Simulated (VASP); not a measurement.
# BN (F-43m) in VASP: a series of runs, part 2 of 2

VASP 6.6.1.

## (3) G0W0 quasiparticle levels, r2SCAN

Contents of POSCAR:

```
BN
1.0
    0.0000000000      1.8048254679      1.8048254679
    1.8048254679      0.0000000000      1.8048254679
    1.8048254679      1.8048254679      0.0000000000
B N
1 1
Direct
    0.0000000000      0.0000000000      0.0000000000
    0.2500000000      0.2500000000      0.2500000000
```

Contents of INCAR.step1:

```
  ALGO = Normal
  EDIFF = 1E-8
  ENCUT = 500
  ISMEAR = 0
  LASPH = T
  LCHARG = F
  LMIXTAU = T
  LREAL = F
  LWAVE = T
  METAGGA = R2SCAN
  NELM = 60
  PREC = Accurate
  SIGMA = 0.01
```

Contents of INCAR.step2:

```
  ALGO = Exact
  EDIFF = 1E-8
  ENCUT = 500
  ISMEAR = 0
  ISTART = 1
  LASPH = T
  LCHARG = F
  LMIXTAU = T
  LOPTICS = T
  LREAL = F
  LWAVE = T
  METAGGA = R2SCAN
  NBANDS = 48
  NELM = 1
  PREC = Accurate
  SIGMA = 0.01
```

Contents of INCAR.step3:

```
  ALGO = EVGW0
  EDIFF = 1E-8
  ENCUT = 500
  ENCUTGW = 140.0
  ISMEAR = 0
  ISTART = 1
  LASPH = T
  LCHARG = F
  LMIXTAU = T
  LREAL = F
  LWAVE = F
  METAGGA = R2SCAN
  NBANDS = 48
  NBANDSGW = 12
  NELMGW = 1
  NOMEGA = 48
  PREC = Accurate
  PRECFOCK = Fast
  SIGMA = 0.01
```

Contents of KPOINTS:

```
k-points
0
Gamma
  6 6 6
```

Potentials or basis: VASP PAW PBE potentials, release 64 (B_GW, N_GW).

Launch:

```
$ cat potpaw_PBE.64/B_GW/POTCAR potpaw_PBE.64/N_GW/POTCAR > POTCAR
$ cp INCAR.step1 INCAR
$ mpirun -np 1 vasp_std > vasp.out
$ cp INCAR.step2 INCAR
$ mpirun -np 1 vasp_std > vasp.out
$ cp INCAR.step3 INCAR
$ mpirun -np 1 vasp_std > vasp.out
```

OUTCAR:

```text
EDIFF = 1E-8
   ENCUT = 500
   ENCUTGW = 140.0
   ISMEAR = 0
   ISTART = 1
   LASPH = T
   LREAL = F
   METAGGA = R2SCAN
   NELMGW = 1
   PREC = Accurate
   PRECFOCK = Fast

 ion  position               nearest neighbor table
   1  0.000  0.000  0.000-   2 1.56   2 1.56   2 1.56   2 1.56
   2  0.250  0.250  0.250-   1 1.56   1 1.56   1 1.56   1 1.56

  LATTYP: Found a face centered cubic cell.
 ALAT       =     3.6096509358

  Lattice vectors:

 A1 = (   0.0000000000,   1.8048254679,   1.8048254679)
 A2 = (   1.8048254679,   0.0000000000,   1.8048254679)
 A3 = (   1.8048254679,   1.8048254679,   0.0000000000)

Analysis of symmetry for initial positions (statically):
=====================================================================
 Subroutine PRICEL returns:
 Original cell was already a primitive cell.

 Routine SETGRP: Setting up the symmetry group for a
 face centered cubic supercell.

 Subroutine GETGRP returns: Found 24 space group operations
 (whereof 24 operations were pure point group operations)
 out of a pool of 48 trial point group operations.

The static configuration has the point symmetry T_d .

Analysis of symmetry for dynamics (positions and initial velocities):
=====================================================================
 Subroutine PRICEL returns:
 Original cell was already a primitive cell.

 Routine SETGRP: Setting up the symmetry group for a
 face centered cubic supercell.

 Subroutine GETGRP returns: Found 24 space group operations
 (whereof 24 operations were pure point group operations)
 out of a pool of 48 trial point group operations.

The dynamic configuration has the point symmetry T_d .

 Subroutine INISYM returns: Found 24 space group operations
 (whereof 24 operations are pure point group operations),
 and found     1 'primitive' translations

----------------------------------------------------------------------------------------

                                     Primitive cell

  volume of cell :      11.7581

  direct lattice vectors                    reciprocal lattice vectors
     0.000000000  1.804825468  1.804825468    -0.277035098  0.277035098  0.277035098
     1.804825468  0.000000000  1.804825468     0.277035098 -0.277035098  0.277035098
     1.804825468  1.804825468  0.000000000     0.277035098  0.277035098 -0.277035098

  length of vectors
     2.552408654  2.552408654  2.552408654     0.479838865  0.479838865  0.479838865

  position of ions in fractional coordinates (direct lattice)
     0.000000000  0.000000000  0.000000000
     0.250000000  0.250000000  0.250000000

  ion indices of the primitive-cell ions
   primitive index   ion index
                 1           1
                 2           2

----------------------------------------------------------------------------------------

 KPOINTS: k-points

Automatic generation of k-mesh.
 Grid dimensions read from file:
 generate k-points for:    6    6    6

 Generating k-lattice:

  Cartesian coordinates                     Fractional coordinates (reciprocal lattice)
    -0.046172516  0.046172516  0.046172516     0.166666667  0.000000000  0.000000000
     0.046172516 -0.046172516  0.046172516     0.000000000  0.166666667  0.000000000
     0.046172516  0.046172516 -0.046172516     0.000000000  0.000000000  0.166666667

  Length of vectors
     0.079973144  0.079973144  0.079973144

  Shift w.r.t. Gamma in fractional coordinates (k-lattice)
     0.000000000  0.000000000  0.000000000

 Subroutine IBZKPT returns following result:
 ===========================================

 Found     16 irreducible k-points:

 Following reciprocal coordinates:
            Coordinates               Weight
  0.000000  0.000000  0.000000      1.000000
  0.166667  0.000000  0.000000      8.000000
  0.333333  0.000000  0.000000      8.000000
  0.500000  0.000000  0.000000      4.000000
  0.166667  0.166667  0.000000      6.000000
  0.333333  0.166667  0.000000     24.000000
[... 8 lines left out ...]
 -0.333333  0.333333  0.166667     24.000000
 -0.333333  0.500000  0.166667     12.000000
   k-points           NKPTS =     16   k-points in BZ     NKDIM =    216   number of bands    NBANDS=     48
   number of dos      NEDOS =    301   number of ions     NIONS =      2
   total plane-waves  NPLWV =   8000
   dimension x,y,z NGX =    20 NGY =   20 NGZ =   20
   dimension x,y,z NGXF=    40 NGYF=   40 NGZF=   40
   ions per type =               1   1
   NGX,Y,Z   is equivalent  to a cutoff of  13.03, 13.03, 13.03 a.u.
   NGXF,Y,Z  is equivalent  to a cutoff of  26.05, 26.05, 26.05 a.u.
 SYSTEM =  unknown system
   PREC   = accura    normal or accurate (medium, high low for compatibility)
   ISTART =      1    job   : 0-new  1-cont  2-samecut
   ICHARG =      0    charge: 1-file 2-atom 10-const
   ISPIN  =      1    spin polarized calculation?
   LNONCOLLINEAR =      F non collinear calculations
   LSORBIT =      F    spin-orbit coupling
   LASPH  =      T    aspherical Exc in radial PAW
   ENCUT  =  500.0 eV  36.75 Ry    6.06 a.u.   4.65  4.65  4.65*2*pi/ulx,y,z
   NELM   =     60;   NELMIN=  2; NELMDL=  0     # of ELM steps
   EDIFF  = 0.1E-07   stopping-criterion for ELM
   LREAL  =      F    real-space projection
   EDIFFG = 0.1E-06   stopping-criterion for IOM
   NSW    =      0    number of steps for IOM
   IBRION =     -1    ionic relax: 0-MD 1-quasi-New 2-CG
   NFREE  =      0    steps in history (QN), initial steepest desc. (CG)
   ISIF   =      0    stress and relaxation
   ISYM   =      3    0-nonsym 1-usesym 2-fastsym
   POTIM  = 0.5000    time-step for ionic-motion
   TEBEG  =    0.0;   TEEND  =   0.0 temperature during run
   PSTRESS=    0.0 pullay stress
   NELECT =       8.0000    total number of electrons
   NUPDOWN=      -1.0000    fix difference up-down
   EMIN   =  10.00;   EMAX   =-10.00  energy-range for DOS
   EFERMI =   0.00;   METHOD = LEGACY
   ISMEAR =     0;   SIGMA  =   0.01  broadening in eV -4-tet -1-fermi 0-gaus
   EFERMI_NEDOS =   21; number of points for ismear=-14 and -15
   IALGO  =     38    algorithm
   IMIX   =      4    mixing-type and parameters
     AMIX     =   0.40;   BMIX     =  1.00
     AMIX_MAG =   1.60;   BMIX_MAG =  1.00
  volume/ion in A,a.u.               =       5.88        39.67
  Fermi-wavevector in a.u.,A,eV,Ry     =   1.439880  2.720979 28.208337  2.073254
  Thomas-Fermi vector in A             =   2.558686
   LORBIT       =      0    0 simple, 1 ext, 2 COOP (PROOUT), +10 PAW based schemes
   METAGGA = R2SCAN    functional components
   LHFCALC =     T    Hartree Fock is set to
   PRECFOCK=fast      Normal, Fast or Accurate (Low or Medium for compatibility)
   ENCUT4O =  -1.0   cutoff for four orbital integrals eV
   NKREDX  =     1    reduce k-point grid by
   NKREDY  =     1    reduce k-point grid by
   NKREDZ  =     1    reduce k-point grid by
   AEXX    =    1.0000 exact exchange contribution
   HFSCREEN=    0.0000 screening length (either q_TF or 0.3 A-1)
   HFSCREENC=   0.0000 screening length for correlation (either q_TF or 0.3 A-1)
   ENCUTFOCK=  -1.0 apply spherical cutoff to Coloumb kernel
   IVDW    =     0    specifies the selected vdW correction
   LEPSILON=     F    determine dielectric tensor
   LRPA    =     F    only Hartree local field effects (RPA)
   LRPAFORCE           =     F    calculate RPA forces
   ENCUTGW             = 140.0    cutoff for response function in eV
   ENCUTGWSOFT         = 112.0    soft cutoff for Coulomb kernel in GW response function in eV
   ENCUTLF             =  -1.0    cutoff for local field effects
   NELMGW              =     1    number of iterations in solving QP/BSE equation
   NELMHF              =     1    number of iterations in the inner HF iteration
   NKREDLFX            =     1    NKREDLFY  =   1   NKREDLFZ  =   1
 non-spin polarized calculation
 Gauss-broadening in eV      SIGMA  =   0.01
  energy-cutoff  :      500.00
  volume of cell :       11.76
 maximum number of plane-waves:       310
 NGX is ok and might be reduce to    20
  NGX = 12; NGY = 12; NGZ = 12
   NGX =  9   NGY =  9   NGZ =  9
 maximum number of plane-waves:        59

 QP shifts <psi_nk| G(iteration)W_0 |psi_nk>: iteration 1
 for sc-GW calculations column KS-energies equals QP-energies in previous step
 and V_xc(KS)=  KS-energies - (<T + V_ion + V_H > + <T+V_H+V_ion>^1  + <V_x>^1)

 k-point   1 :       0.0000    0.0000    0.0000
  band No.  KS-energies  QP-energies   sigma(KS)   V_xc(KS)     V^pw_x(r,r')   Z            occupation Imag(sigma)

      1     -14.0151     -15.0853     -18.2456     -16.8929     -26.6638       0.7911       2.0000       1.4464
      2       7.3544       6.7690     -19.2403     -18.5395     -21.9884       0.8353       2.0000       0.0825
      3       7.3544       6.7690     -19.2403     -18.5395     -21.9884       0.8353       2.0000       0.0825
      4       7.3544       6.7690     -19.2403     -18.5395     -21.9884       0.8353       2.0000       0.0825
      5      16.9083      17.9185     -11.9348     -13.1343      -6.9540       0.8422       0.0000      -0.1027
      6      16.9083      17.9185     -11.9348     -13.1343      -6.9540       0.8422       0.0000      -0.1027
      7      16.9083      17.9185     -11.9348     -13.1343      -6.9540       0.8422       0.0000      -0.1027
      8      18.4733      19.4388     -13.7155     -14.8841      -8.3059       0.8262       0.0000      -0.1257
      9      33.5831      33.2484     -10.5119     -10.0951      -3.2475       0.8029       0.0000      -0.5736
     10      36.2339      36.9519     -11.6414     -12.4907      -5.4986       0.8454       0.0000      -0.5376
     11      36.2339      36.9519     -11.6414     -12.4907      -5.4986       0.8454       0.0000      -0.5376
     12      37.2796      36.9997     -10.0942      -9.7630      -3.0260       0.8454       0.0000      -0.9557
[... 228 lines left out ...]
      1      -8.0441      -8.7342     -19.6460     -18.7374     -27.0562       0.7595       2.0000       0.6786
      2      -1.2691      -2.4686     -17.5884     -16.0777     -22.1695       0.7940       2.0000       0.1839
      3       0.8716      -0.1854     -17.5875     -16.2834     -21.5020       0.8106       2.0000       0.1375
      4       0.9761      -0.0745     -17.0713     -15.7810     -20.7471       0.8142       2.0000       0.1296
      5      15.7968      16.5568     -12.4085     -13.3089      -7.7171       0.8440       0.0000      -0.0993
      6      20.1584      20.9819     -11.9925     -12.9743      -6.6825       0.8388       0.0000      -0.1202
      7      23.5938      24.6093     -12.9033     -14.1683      -6.3751       0.8027       0.0000      -0.2026
      8      25.3769      26.4486     -13.1356     -14.4805      -6.4425       0.7969       0.0000      -0.2261
      9      28.3788      29.2989     -13.8808     -15.0528      -6.7595       0.7851       0.0000      -0.3209
     10      34.9216      35.4271     -11.7925     -12.4192      -4.2337       0.8065       0.0000      -0.7221
     11      39.1540      39.2913     -11.4181     -11.5830      -4.2206       0.8329       0.0000      -0.9529
     12      42.4029      42.7035     -11.1874     -11.5501      -3.9127       0.8286       0.0000      -1.0422
```

It took 2.8 min on 1 thread of Intel Xeon 8259CL, shared host; peak memory 0.21 GiB.

What came out:

```
Band gap on the k mesh, mean-field level : 4.99 eV, indirect (least direct gap 9.55 eV)
Quasiparticle gap                        : 6.12 eV
Least direct quasiparticle gap           : 11.15 eV
```

Caveat: the k points lie up to 0.50 Å⁻¹ apart; bands, screening cutoff and mesh are small and nothing is extrapolated, so the quasiparticle values aren't converged. A k mesh can miss the band edges.
